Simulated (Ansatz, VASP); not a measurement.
# Al3Pd in VASP and in Ansatz

File INCAR:

```
  ALGO = Fast
  EDIFF = 1E-6
  ENCUT = 520
  GGA = PE
  ISIF = 2
  ISMEAR = 0
  LASPH = T
  LCHARG = F
  LREAL = F
  LWAVE = F
  NBANDS = 18
  NELM = 60
  PREC = Accurate
  SIGMA = 0.1
```

Contents of KPOINTS:

```
k-points
0
Gamma
  6 6 4
```

POSCAR

```
Al3Pd
1.0
    4.2703114200      0.0000000000      0.0000000000
   -2.1351557100      3.6981981700      0.0000000000
    0.0000000000      0.0000000000      4.5677767600
Al Pd
3 1
Direct
    0.3333333300      0.6666666700      0.0000000000
    0.6666666700      0.3333333300      0.0000000000
    0.0000000000      0.0000000000      0.5000000000
    0.0000000000      0.0000000000      0.0000000000
```

Input for Ansatz:

```yaml
crystal:
  lattice:
    - [4.27031142, 0.0, 0.0]
    - [-2.13515571, 3.69819817, 0.0]
    - [0.0, 0.0, 4.56777676]
  atoms:
    - { symbol: Al, position: [0.33333333, 0.66666667, 0.0] }
    - { symbol: Al, position: [0.66666667, 0.33333333, 0.0] }
    - { symbol: Al, position: [0.0, 0.0, 0.5] }
    - { symbol: Pd, position: [0.0, 0.0, 0.0] }
basis:
  ecutwfc: 420
kpoints:
  mp_grid: { grid: [6, 6, 4] }
hamiltonian:
  xc: pbe
scf:
  occupations: { method: gaussian, width: 0.1 }
  lower_state_search: "off"
output:
  forces: true
  stress: true
  eigenvalues: true
```

Alike in both runs: task single point; functional PBE; k mesh 6 × 6 × 4; occupations gaussian, width 0.1 eV; no spin polarisation.

|  | VASP | Ansatz |
| --- | --- | --- |
| version | VASP 6.6.1 | Ansatz 0.2.0 |
| potentials or method | VASP PAW PBE potentials, release 64 (Al, Pd), cutoff 520 eV | scalar-relativistic, plane waves, PAW |
| valence electrons in the cell | 19 | 27 |

```csv
,VASP,Ansatz,Ansatz less VASP
gap on the k mesh at the Fermi level (eV),none,none,-
pressure (GPa),16.4,16.5,+0.04
"traceless stress, the component that is largest in VASP (GPa)",-0.55,-0.52,+0.036
```

A gap of «none» marks a metal or a gap that the smearing closes. VASP's potentials hold 19 valence electrons a cell and Ansatz's 27, so a difference there can come from the potentials and not from the codes.
